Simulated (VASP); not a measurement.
Set up this calculation in VASP 6.6.1, as the native input.

```yaml
Task: relaxation of cell and atoms
Functional: revPBE
Potentials_or_basis: VASP PAW PBE potentials, release 64 (C)
Cutoff: 600 eV
k_mesh: 13 × 13 × 8
Occupations: fermi-dirac, width 0.05 eV
Spin: no spin polarisation
Dipole_correction: no
Further_INCAR_settings: ALGO = Normal; EDIFF = 1e-07; IBRION = 2; EDIFFG = -0.01; NSW = 60; ISIF = 3
```

The structure of C lies in POSCAR:

```
C
1.0
    2.1273203072     -1.2282824400      0.0000000000
    2.1273203072      1.2282824400      0.0000000000
   -1.3790696309      0.0000000000      3.5028300786
C
2
Direct
    0.1666444700      0.1666444700      0.9999069600
    0.8333555300      0.8333555300      0.0000930400
```

One way to write it, as run:

INCAR

```
ALGO = Normal
EDIFF = 1E-7
EDIFFG = -0.01
ENCUT = 600
GGA = RE
IBRION = 2
ISIF = 3
ISMEAR = -1
LASPH = T
LCHARG = F
LREAL = F
LWAVE = F
NELM = 60
NSW = 60
PREC = Accurate
SIGMA = 0.05
```

KPOINTS

```
k-points
0
Gamma
  13 13 8
```

Potentials or basis: VASP PAW PBE potentials, release 64 (C).

Run with:

```bash
$ cat potpaw_PBE.64/C/POTCAR > POTCAR
$ mpirun -np 1 vasp_std > vasp.out
```

Results of the run:

```
Relaxed volume                         : 11.28 Å³/atom
Relaxed cell                           : a = 2.475 Å, b = 2.475 Å, c = 4.479 Å, α = 105.73°, β = 105.73°, γ = 60.01°
Space group after relaxing (to 0.05 Å) : R-3m (No. 166)
Energy gained by relaxing              : 21.8 meV/atom
Ionic steps                            : 22
Pressure after relaxing                : 0.1 GPa
Largest force after relaxing           : 0.009 eV/Å
Band gap on the k mesh                 : 1.36 eV, indirect (the least direct gap lies 1.1 meV higher)
```

Caveat: the volume moved by over 15 % at a fixed basis, so the end points are rough; the PAW data sets were made with another functional, which shifts forces and pressure a little; this functional lacks dispersion, which binds the layers, so the pressure and a relaxed spacing across them are unreliable.

Run time: 5.2 min on 1 thread of Intel(R) Xeon(R) 6975P-C (Granite Rapids), with other jobs on the host, peak memory 0.16 GiB.
